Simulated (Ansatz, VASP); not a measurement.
One calculation of Si4HCl, two programs

```xyz
24
Lattice="7.6672 0.0000 0.0000 0.0000 5.4215 0.0000 0.0000 0.0000 28.5945" Properties=species:S:1:pos:R:3 pbc="T T T"
Si    1.9168    0.0000    9.6938
Si    5.7504    0.0000    9.6938
Si    3.8336    1.3554    9.6938
Si    0.0000    1.3554    9.6938
Si    3.8336    2.7108   11.6106
Si    0.0000    2.7108   11.6106
Si    5.7504    4.0661   11.6106
Si    1.9168    4.0661   11.6106
Si    5.7524    0.0030   13.5102
Si    1.9153    0.0025   13.5105
Si    0.0003    1.3590   13.5117
Si    3.8339    1.3487   13.5085
Si    0.0000    2.7289   15.4216
Si    3.8339    2.7063   15.4214
Si    1.9250    4.0582   15.4211
Si    5.7428    4.0588   15.4206
Cl    1.9167    4.6480    7.7923
Cl    5.7505    4.6479    7.7923
Cl    3.8337    2.1266    7.7913
Cl    0.0000    2.1246    7.7900
H    -0.0008    1.8005   16.5911
H     3.8347    1.8167   16.6292
H     1.9675    4.9738   16.6097
H     5.7014    4.9735   16.6100
```

Alike in both runs: task single point; functional PBE; dispersion D3(BJ); k mesh 2 × 3 × 1; occupations gaussian, width 0.05 eV; no spin polarisation.

```csv
,VASP,Ansatz
version,VASP 6.6.1,Ansatz 0.2.0
potentials or method,"VASP PAW PBE potentials, release 64 (Si, Cl, H), cutoff 520 eV","scalar-relativistic, plane waves, PAW"
valence electrons in the cell,96,96
```

Ansatz gave:

| Property | Result |
| --- | --- |
| gap on the k mesh at the Fermi level (eV) | 1.00 |
| least direct gap on the mesh (eV) | 1.00 |
| rms of the force components (eV/Å) | 0.167 |

Problem. Estimate VASP's values.

Solution. gap on the k mesh at the Fermi level (eV): 1.00; least direct gap on the mesh (eV): 1.00; rms of the force components (eV/Å): 0.161.

Atom by atom the forces differ by 0.016 eV/Å (rms over components).
